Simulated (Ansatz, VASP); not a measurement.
## TaN: VASP beside Ansatz

INCAR

```
SYSTEM = TaN
ALGO     = Normal         ! electronic algorithm
EDIFF    = 1E-7           ! SCF threshold, eV
ENCUT    = 520            ! plane-wave cutoff, eV
GGA      = PE             ! functional
ISIF     = 2              ! what is computed and relaxed
ISMEAR   = -1             ! smearing method
LASPH    = .TRUE.         ! aspherical terms in the spheres
LCHARG   = .FALSE.        ! write CHGCAR
LREAL    = .FALSE.        ! projectors in reciprocal space
LWAVE    = .FALSE.        ! write WAVECAR
NBANDS   = 24             ! bands
NELM     = 60             ! most SCF steps
PREC     = Accurate       ! precision mode
SIGMA    = 0.1            ! smearing width, eV
```

The input KPOINTS:

```
k-points
0
G
  13 13 7
  0 0 0
```

Contents of POSCAR:

```
TaN
1.0
    3.0687820000      0.0000000000      0.0000000000
   -1.5343910000      2.6576450000      0.0000000000
    0.0000000000      0.0000000000      4.9704200000
Ta N
2 2
Direct
    0.3333300000      0.6666700000      0.0000000000
    0.6666600000      0.3333300000      0.5000000000
    0.3333300000      0.6666700000      0.3850000000
    0.6666600000      0.3333300000      0.8850000000
```

Input for Ansatz:

```yaml
crystal:
  lattice:
    - [3.068782, 0.0, 0.0]
    - [-1.534391, 2.657645, 0.0]
    - [0.0, 0.0, 4.97042]
  atoms:
    - { symbol: Ta, position: [0.33333, 0.66667, 0.0] }
    - { symbol: Ta, position: [0.66666, 0.33333, 0.5] }
    - { symbol: "N", position: [0.33333, 0.66667, 0.385] }
    - { symbol: "N", position: [0.66666, 0.33333, 0.885] }
  symmetry: { tolerance: 0.0003 }
kpoints:
  mp_grid: { grid: [13, 13, 7], shift: [0, 0, 0] }
  band_path:
    path:
      - [0.0, 0.0, 0.0]
      - [0.5, 0.0, 0.0]
      - [0.33333333, 0.33333333, 0.0]
      - [0.0, 0.0, 0.0]
      - [0.0, 0.0, 0.5]
      - [0.5, 0.0, 0.5]
      - [0.33333333, 0.33333333, 0.5]
      - [0.0, 0.0, 0.5]
      - [0.5, 0.0, 0.5]
      - [0.5, 0.0, 0.0]
      - [0.33333333, 0.33333333, 0.5]
    npoints: 6
magnetization:
  spin_polarized: false
scf:
  occupations: { method: fermi_dirac }
  lower_state_search: "off"
  max_iter: 200
hamiltonian:
  pseudopotentials: { kind: paw }
  xc: pbe
basis:
  ecutwfc: 420
  fft_grid_basis: typed
output:
  forces: true
  stress: true
  eigenvalues: true
  bader: true
  populations: true
  elf: true
  write_potential: true
  volumetric_format: npy
  dos:
    e_range: [-12, 8]
    de: 0.05
    projected: { site_lists: { "N": ["N"], Ta: [Ta] } }
checkpoint:
  read: saved_state
```

Alike in both runs: task single point; functional PBE; k mesh 13 × 13 × 7; no spin polarisation.

|  | VASP | Ansatz |
| --- | --- | --- |
| version | VASP 6.6.1 | Ansatz 0.2.0 |
| potentials or method | VASP PAW PBE potentials, release 64 (Ta_pv, N), cutoff 520 eV | PAW plane waves |
| occupations | fermi-dirac, width 0.1 eV | fermi-dirac |
| valence electrons in the cell | 32 | 36 |

Ansatz gave:

* rms of the force components (eV/Å): 1.327

Q: Estimate VASP's values.

A: rms of the force components (eV/Å): 1.346.

Atom by atom the forces differ by 0.020 eV/Å (rms over components). VASP's potentials hold 32 valence electrons a cell and Ansatz's 36, so a difference there can come from the potentials and not from the codes. Ansatz's warnings: structure snapped to symmetry.

Neither program's run includes spin-orbit coupling.
